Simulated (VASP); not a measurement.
Here is a VASP 6.6.1 calculation.

Contents of INCAR:

```
SYSTEM = RbRe
ALGO = Normal
EDIFF = 1E-6
ENCUT = 520
GGA = PE
ISIF = 2
ISMEAR = 0
LASPH = .True.
LCHARG = .False.
LREAL = .False.
LWAVE = .False.
NBANDS = 24
NELM = 60
PREC = Accurate
SIGMA = 0.1
```

File KPOINTS:

```
k-points
0
Gamma
  4 6 4
  0 0 0
```

The input POSCAR:

```
RbRe
1.0
    5.4797755324      0.0000000000      0.0000000000
    0.0000000000      3.6263220435      0.0000000000
    0.0000000000      0.0000000000      5.5948968671
Rb Re
2 2
Direct
    0.7500000000      0.0000000000      0.6870000000
    0.2500000000      0.0000000000      0.3130000000
    0.7500000000      0.5000000000      0.1880000000
    0.2500000000      0.5000000000      0.8120000000
```

Potentials or basis: VASP PAW PBE potentials, release 64 (Rb_sv, Re).

Run with:

```bash
$ cat potpaw_PBE.64/Rb_sv/POTCAR potpaw_PBE.64/Re/POTCAR > POTCAR
$ mpirun -np 1 vasp_std > vasp.out
```

**Question.** What does it give for the largest force?

**Answer.** 2.743 eV/Å.

**Question.** What does it give for the pressure?

**Answer.** -2.4 GPa.

**Question.** Estimate the band gap on the k mesh.

**Answer.** Zero (bands 16 and 17 overlap by 0.35 eV).

Forces on the atoms (eV/Å):
```
Rb   0.000  0.000  0.321
Rb   0.000  0.000 -0.321
Re   0.000  0.000 -2.743
Re   0.000  0.000  2.743
```

Caveat: spin-orbit coupling is left out, which moves the levels of the heavy elements; forces of over 1 eV/Å act on the atoms, so gaps and moduli don't describe the material at rest.
